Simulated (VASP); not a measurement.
# SrTe in VASP: a series of runs

Aim: see how the results for SrTe move with the level of theory and the settings. Levels: PBE, r2SCAN. Tasks: single point.

All numbers are computed with VASP 6.6.1; they aren't measurements. Logs are shortened: lines on timing, memory, paths and dates and some standing lists are left out, and cuts for length are marked.

## Step 1: The cell of the first run

The structure is orthorhombic, space group Immm (No. 71). The conventional cell has a = 4.706 Å, b = 4.777 Å, c = 6.706 Å, α = 90.00°, β = 90.00°, γ = 90.00°. Sr (site symmetry mmm) has 6 Te at 3.35 Å within 4.4 Å. Te (site symmetry mmm) has 6 Sr at 3.35 Å within 4.4 Å.

## Step 2: Single point, PBE (shear xy strain +1.5%)

File INCAR:

```
PREC = Accurate
ENCUT = 500
EDIFF = 1E-6
ISMEAR = 0
SIGMA = 0.01
LREAL = F
LASPH = T
NELM = 120
ALGO = Normal
ISIF = 2
LWAVE = F
LCHARG = T
GGA = PE
LELF = T
LVHAR = T
NBANDS = 15
GGA_COMPAT = F
```

File KPOINTS:

```
regular mesh
0
Gamma
  4 4 4
```

File POSCAR:

```
SrTe
1.0
    0.0251456865      3.3527582055      3.3527582055
    3.3527582055      0.0251456865      3.3527582055
    3.3779038920      3.3779038920      0.0000000000
Sr Te
1 1
Direct
    0.0000000000      0.0000000000      0.0000000000
    0.5000000000      0.5000000000      0.5000000000
```

Potentials or basis: VASP PAW PBE potentials, release 64 (Sr_sv, Te).

On the command line:

```sh
$ cat potpaw_PBE.64/Sr_sv/POTCAR potpaw_PBE.64/Te/POTCAR > POTCAR
$ mpirun -np 1 vasp_std > vasp.out
```

OUTCAR:

```text
PREC = Accurate
   ENCUT = 500
   EDIFF = 1E-6
   ISMEAR = 0
   LREAL = F
   LASPH = T
   NELM = 120
   ISIF = 2
   GGA = PE

 ion  position               nearest neighbor table
   1  0.000  0.000  0.000-   2 3.35   2 3.35   2 3.35   2 3.35   2 3.35   2 3.35
   2  0.500  0.500  0.500-   1 3.35   1 3.35   1 3.35   1 3.35   1 3.35   1 3.35

  LATTYP: Found a body centered orthorhombic cell.
 ALAT       =     4.7059547547
 B/A-ratio  =     1.0151133501
 C/A-ratio  =     1.4249003147

  Lattice vectors:

 A1 = (   3.3527582055,   0.0251456865,  -3.3527582055)
 A2 = (  -3.3527582055,  -0.0251456865,  -3.3527582055)
 A3 = (   0.0251456865,   3.3527582055,   3.3527582055)

Analysis of symmetry for initial positions (statically):
=====================================================================
 Subroutine PRICEL returns:
 Original cell was already a primitive cell.

 Routine SETGRP: Setting up the symmetry group for a
 body centered orthorhombic supercell.

 Subroutine GETGRP returns: Found  8 space group operations
 (whereof  8 operations were pure point group operations)
 out of a pool of  8 trial point group operations.

The static configuration has the point symmetry D_2h.

Analysis of symmetry for dynamics (positions and initial velocities):
=====================================================================
 Subroutine PRICEL returns:
 Original cell was already a primitive cell.

 Routine SETGRP: Setting up the symmetry group for a
 body centered orthorhombic supercell.

 Subroutine GETGRP returns: Found  8 space group operations
 (whereof  8 operations were pure point group operations)
 out of a pool of  8 trial point group operations.

The dynamic configuration has the point symmetry D_2h.

 Subroutine INISYM returns: Found  8 space group operations
 (whereof  8 operations are pure point group operations),
 and found     1 'primitive' translations

----------------------------------------------------------------------------------------

                                     Primitive cell

  volume of cell :      75.3724

  direct lattice vectors                    reciprocal lattice vectors
     0.025145687  3.352758205  3.352758205    -0.150257879  0.150257879  0.149130945
     3.352758205  0.025145687  3.352758205     0.150257879 -0.150257879  0.149130945
     3.377903892  3.377903892  0.000000000     0.148020789  0.148020789 -0.149130945

  length of vectors
[... 85 lines left out ...]
   PSTRESS=    0.0 pullay stress
   NELECT =      16.0000    total number of electrons
   NUPDOWN=      -1.0000    fix difference up-down
   EMIN   =  10.00;   EMAX   =-10.00  energy-range for DOS
   EFERMI =   0.00;   METHOD = LEGACY
   ISMEAR =     0;   SIGMA  =   0.01  broadening in eV -4-tet -1-fermi 0-gaus
   EFERMI_NEDOS =   21; number of points for ismear=-14 and -15
   IALGO  =     38    algorithm
   IMIX   =      4    mixing-type and parameters
     AMIX     =   0.40;   BMIX     =  1.00
     AMIX_MAG =   1.60;   BMIX_MAG =  1.00
  volume/ion in A,a.u.               =      37.69       254.32
  Fermi-wavevector in a.u.,A,eV,Ry     =   0.976587  1.845481 12.976166  0.953721
  Thomas-Fermi vector in A             =   2.107217
   LORBIT       =      0    0 simple, 1 ext, 2 COOP (PROOUT), +10 PAW based schemes
   GGA     = PE    functional components
   LHFCALC =     F    Hartree Fock is set to
   AEXX    =    0.0000 exact exchange contribution
   IVDW    =     0    specifies the selected vdW correction
   LEPSILON=     F    determine dielectric tensor
   LRPA    =     F    only Hartree local field effects (RPA)
 non-spin polarized calculation
 Gauss-broadening in eV      SIGMA  =   0.01
  energy-cutoff  :      500.00
  volume of cell :       75.37
 maximum number of plane-waves:      1930
 NGX is ok and might be reduce to    36
   NGX = 17   NGY = 17   NGZ = 17

 number of electron      16.0000000 magnetization

 Free energy of the ion-electron system (eV)
  ---------------------------------------------------
  ext. energy  EPLUGINS =         0.00000000
  ---------------------------------------------------
  free energy    TOTEN  =        -8.25362987 eV

  energy without entropy =       -8.25362987  energy(sigma->0) =       -8.25362987

 E-fermi :   2.8122     XC(G=0):  -8.4329

 val. band max:        2.7558167734   @ k =   0.0000   0.0000   0.0000
 cond. band min:       4.4569456769   @ k =   0.5000   0.5000   0.0000
 fundamental gap:      1.7011289036
 Fermi energy:         2.8122222514

 k-point     1 :       0.0000    0.0000    0.0000
  band No.  band energies     occupation
      1     -32.0280      2.00000
      2     -14.0155      2.00000
      3     -14.0141      2.00000
      4     -14.0127      2.00000
      5      -7.1951      2.00000
      6       2.6855      2.00000
      7       2.7195      2.00000
      8       2.7558      2.00000
      9       5.4749      0.00000
     10       5.9453      0.00000
     11       6.0046      0.00000
     12       6.0539      0.00000
     13       6.6250      0.00000
     14       6.6256      0.00000
[... 293 lines left out ...]
      2     -14.0736      2.00000
      3     -14.0643      2.00000
      4     -14.0529      2.00000
      5      -6.6675      2.00000
      6       1.1626      2.00000
      7       1.1883      2.00000
      8       1.2386      2.00000
      9       6.6245      0.00000
     10       6.6437      0.00000
     11       7.1308      0.00000
     12       8.3539      0.00000
     13       8.8177      0.00000
     14      10.2489      0.00000
     15      10.8336      0.00000

------------------------ aborting loop because EDIFF is reached ----------------------------------------

  FORCE on cell =-STRESS in cart. coord.  units (eV):
  Direction    XX          YY          ZZ          XY          YZ          ZX
  --------------------------------------------------------------------------------------
  -------------------------------------------------------------------------------------
  Total        0.1665416      0.1665416      0.1646133     -0.1068225      0.0000000      0.0000000
  in kB        3.5401441      3.5401441      3.4991564     -2.2707059      0.0000000      0.0000000
  external PRESSURE =       3.5264815 kB  Pullay stress =       0.0000000 kB

 VOLUME and BASIS-vectors are now :
 -----------------------------------------------------------------------------
  energy-cutoff  :      500.00
  volume of cell :       75.37
      direct lattice vectors                 reciprocal lattice vectors
     0.025145687  3.352758205  3.352758205    -0.150257879  0.150257879  0.149130945
     3.352758205  0.025145687  3.352758205     0.150257879 -0.150257879  0.149130945
     3.377903892  3.377903892  0.000000000     0.148020789  0.148020789 -0.149130945

 POSITION                                       TOTAL-FORCE (eV/Angst)
 -----------------------------------------------------------------------------------
      0.00000      0.00000      0.00000        -0.000000      0.000000      0.000000
      3.37790      3.37790      3.35276         0.000000     -0.000000      0.000000
 -----------------------------------------------------------------------------------
    total drift:                                0.000000      0.000000      0.000000

  FREE ENERGIE OF THE ION-ELECTRON SYSTEM (eV)
  ---------------------------------------------------
  free  energy   TOTEN  =        -8.2536298710 eV

  energy  without entropy=       -8.2536298710  energy(sigma->0) =       -8.25362987
```

Wall time 31 s (1 thread of AMD EPYC 7R13, shared host); peak memory 0.18 GiB.

What came out:

- Free energy: -8.2536 eV
- Pressure: 0.4 GPa
- Band gap on the k mesh: 1.70 eV, indirect (least direct gap 2.42 eV)

Levels at points of the mesh, in eV from the valence-band top:
| k point | band 4 | band 5 | band 6 | band 7 | band 8 | band 9 | band 10 | band 11 | band 12 | band 13 |
| --- | --- | --- | --- | --- | --- | --- | --- | --- | --- | --- |
| (0.00, 0.00, 0.00) | -16.77 | -9.95 | -0.07 | -0.04 | 0.00 | 2.72 | 3.19 | 3.25 | 3.30 | 3.87 |
| (0.50, 0.00, 0.00) | -16.77 | -9.34 | -2.80 | -1.15 | -1.11 | 3.79 | 5.07 | 5.24 | 5.33 | 6.53 |
| (0.50, 0.50, 0.00) | -16.80 | -9.52 | -1.98 | -0.81 | -0.72 | 1.70 | 3.79 | 4.75 | 5.97 | 6.04 |
| (0.00, 0.00, 0.50) | -16.77 | -9.35 | -2.82 | -1.11 | -1.06 | 3.83 | 5.05 | 5.22 | 5.28 | 6.58 |
| (0.50, 0.00, 0.50) | -16.80 | -9.52 | -1.98 | -0.76 | -0.76 | 1.70 | 3.79 | 4.75 | 5.97 | 6.05 |

Caveat: the cell differs from its parent crystal (shear xy strain +1.5%); spin-orbit coupling is left out, which moves the levels of the heavy elements. A k mesh can miss the band edges.

## Step 3: Single point, r2SCAN (strain -0.5%)

File POSCAR:

```
SrTe
1.0
    0.0000000000      3.3359944144      3.3359944144
    3.3359944144      0.0000000000      3.3359944144
    3.3359944144      3.3359944144      0.0000000000
Sr Te
1 1
Direct
    0.0000000000      0.0000000000      0.0000000000
    0.5000000000      0.5000000000      0.5000000000
```

File INCAR.step1:

```
PREC     = Accurate       # precision mode
ENCUT    = 550            # plane-wave cutoff, eV
ISMEAR   = 0              # smearing method
SIGMA    = 0.01           # smearing width, eV
LREAL    = F              # projectors in reciprocal space
LASPH    = T              # aspherical terms in the spheres
NELM     = 120            # most SCF steps
NBANDS   = 15             # bands
GGA      = PE             # functional
ALGO     = Normal         # electronic algorithm
EDIFF    = 1E-5           # SCF threshold, eV
LWAVE    = T              # write WAVECAR
LCHARG   = F              # write CHGCAR
GGA_COMPAT= F
```

File INCAR.step2:

```
PREC     = Accurate       # precision mode
ENCUT    = 550            # plane-wave cutoff, eV
EDIFF    = 1E-6           # SCF threshold, eV
ISMEAR   = 0              # smearing method
SIGMA    = 0.01           # smearing width, eV
LREAL    = F              # projectors in reciprocal space
LASPH    = T              # aspherical terms in the spheres
NELM     = 120            # most SCF steps
ALGO     = Normal         # electronic algorithm
ISIF     = 2              # what is computed and relaxed
LWAVE    = F              # write WAVECAR
LCHARG   = T              # write CHGCAR
METAGGA  = R2SCAN         # meta-GGA
LMIXTAU  = T            
LELF     = T              # ELF
LVHAR    = T            
NBANDS   = 15             # bands
ISTART   = 1            
GGA_COMPAT= F
```

File KPOINTS:

```
Automatic mesh
0
Gamma
  6 6 6
```

Potentials or basis: VASP PAW PBE potentials, release 64 (Sr_sv, Te).

On the command line:

```sh
$ cat potpaw_PBE.64/Sr_sv/POTCAR potpaw_PBE.64/Te/POTCAR > POTCAR
$ cp INCAR.step1 INCAR
$ mpirun -np 1 vasp_std > vasp.out
$ cp INCAR.step2 INCAR
$ mpirun -np 1 vasp_std > vasp.out
```

OUTCAR:

```text
PREC = Accurate
   ENCUT = 550
   EDIFF = 1E-6
   ISMEAR = 0
   LREAL = F
   LASPH = T
   NELM = 120
   ISIF = 2
   METAGGA = R2SCAN
   ISTART = 1

 ion  position               nearest neighbor table
   1  0.000  0.000  0.000-   2 3.34   2 3.34   2 3.34   2 3.34   2 3.34   2 3.34
   2  0.500  0.500  0.500-   1 3.34   1 3.34   1 3.34   1 3.34   1 3.34   1 3.34

  LATTYP: Found a face centered cubic cell.
 ALAT       =     6.6719888288

  Lattice vectors:

 A1 = (   0.0000000000,   3.3359944144,   3.3359944144)
 A2 = (   3.3359944144,   0.0000000000,   3.3359944144)
 A3 = (   3.3359944144,   3.3359944144,   0.0000000000)

Analysis of symmetry for initial positions (statically):
=====================================================================
 Subroutine PRICEL returns:
 Original cell was already a primitive cell.

 Routine SETGRP: Setting up the symmetry group for a
 face centered cubic supercell.

 Subroutine GETGRP returns: Found 48 space group operations
 (whereof 48 operations were pure point group operations)
 out of a pool of 48 trial point group operations.

The static configuration has the point symmetry O_h .
[... 164 lines left out ...]
      4     -14.6781      2.00000
      5      -7.6596      2.00000
      6       2.5950      2.00000
      7       2.5950      2.00000
      8       2.5950      2.00000
      9       6.1871      0.00000
     10       6.3218      0.00000
     11       6.3218      0.00000
     12       6.3218      0.00000
     13       7.0112      0.00000
     14       7.0112      0.00000
[... 257 lines left out ...]
      2     -14.7482      2.00000
      3     -14.7238      2.00000
      4     -14.7179      2.00000
      5      -7.1121      2.00000
      6       0.7734      2.00000
      7       1.2624      2.00000
      8       1.3328      2.00000
      9       5.8874      0.00000
     10       7.6162      0.00000
     11       8.1389      0.00000
     12       8.8788      0.00000
     13       9.3155      0.00000
     14       9.6961      0.00000
     15      11.7472      0.00000

------------------------ aborting loop because EDIFF is reached ----------------------------------------

  FORCE on cell =-STRESS in cart. coord.  units (eV):
  Direction    XX          YY          ZZ          XY          YZ          ZX
  --------------------------------------------------------------------------------------
  -------------------------------------------------------------------------------------
  Total        0.3030537      0.3030537      0.3030537     -0.0000000      0.0000000      0.0000000
  in kB        6.5391937      6.5391937      6.5391937     -0.0000000      0.0000000      0.0000000
  external PRESSURE =       6.5391937 kB  Pullay stress =       0.0000000 kB

 VOLUME and BASIS-vectors are now :
 -----------------------------------------------------------------------------
  energy-cutoff  :      550.00
  volume of cell :       74.25
      direct lattice vectors                 reciprocal lattice vectors
     0.000000000  3.335994414  3.335994414    -0.149880347  0.149880347  0.149880347
     3.335994414  0.000000000  3.335994414     0.149880347 -0.149880347  0.149880347
     3.335994414  3.335994414  0.000000000     0.149880347  0.149880347 -0.149880347

 POSITION                                       TOTAL-FORCE (eV/Angst)
 -----------------------------------------------------------------------------------
      0.00000      0.00000      0.00000        -0.000000      0.000000     -0.000000
      3.33599      3.33599      3.33599         0.000000     -0.000000      0.000000
 -----------------------------------------------------------------------------------
    total drift:                                0.000000      0.000000      0.000000

  FREE ENERGIE OF THE ION-ELECTRON SYSTEM (eV)
  ---------------------------------------------------
  free  energy   TOTEN  =       -44.5942278060 eV

  energy  without entropy=      -44.5942278060  energy(sigma->0) =      -44.59422781
```

OUTCAR.step1:

```text
PREC = Accurate
   ENCUT = 550
   ISMEAR = 0
   LREAL = F
   LASPH = T
[... 497 lines left out ...]
 -----------------------------------------------------------------------------------
      0.00000      0.00000      0.00000         0.000000     -0.000000     -0.000000
      3.33599      3.33599      3.33599        -0.000000      0.000000      0.000000
 -----------------------------------------------------------------------------------
    total drift:                                0.000000      0.000000      0.000000

  FREE ENERGIE OF THE ION-ELECTRON SYSTEM (eV)
  ---------------------------------------------------
  free  energy   TOTEN  =        -8.2635948832 eV

  energy  without entropy=       -8.2635948832  energy(sigma->0) =       -8.26359488
```

It took 2.2 min on 1 thread of AMD EPYC 7R13, shared host; peak memory 0.2 GiB.

Results:

```
Free energy            : -44.5942 eV
Pressure               : 0.7 GPa
Band gap on the k mesh : 2.11 eV, indirect (least direct gap 2.86 eV)
```

Caveat: the cell differs from its parent crystal (strain -0.5%); the PAW data sets were made with another functional, which shifts forces and pressure a little; spin-orbit coupling is left out, which moves the levels of the heavy elements.
